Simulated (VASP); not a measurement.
Se: single point with LDA

Se:

```xyz
3
Lattice="3.9535 0.0000 0.0000 -1.9767 3.4238 0.0000 0.0000 0.0000 5.1205" Properties=species:S:1:pos:R:3 pbc="T T T"
Se   -0.9711    3.4238    1.7068
Se    3.4507    0.8709    3.4137
Se    1.4739    2.5529    5.1205
```

- Program: VASP 6.6.1
- Task: single point
- Functional: LDA
- Potentials or basis: VASP PAW LDA potentials, release 64 (Se)
- Cutoff: 520 eV
- k mesh: 9 × 9 × 6
- Occupations: methfessel-paxton, width 0.6 eV
- Spin: no spin polarisation
- Dipole correction: no
- Further INCAR settings: ALGO = Normal; EDIFF = 1e-06; NBANDS = 16

```yaml
Pressure: 0.1 GPa
Largest_force: 0.035 eV/Å
```

Forces in eV/Å, atoms in the order of the input:
```
Se   0.035  0.000  0.000
Se  -0.017  0.030  0.000
Se  -0.017 -0.030  0.000
```

Stress tensor (GPa, compression positive):
```
0.05 0.00 0.00
0.00 0.05 0.00
0.00 0.00 0.26
```

Levels at points of the mesh, in eV from the Fermi level:
```
           k point  band 6  band 7  band 8  band 9  band 10  band 11  band 12  band 13
(0.00, 0.00, 0.00)   -4.01   -2.54   -2.54   -1.25     0.76     0.76     1.43     5.61
(0.00, 0.00, 0.50)   -3.75   -2.08   -1.91   -1.91     0.18     0.19     0.19     4.70
```

Wall time 24 s on 1 thread of Intel(R) Xeon(R) 6975P-C (Granite Rapids), on a shared host, peak memory 0.18 GiB.
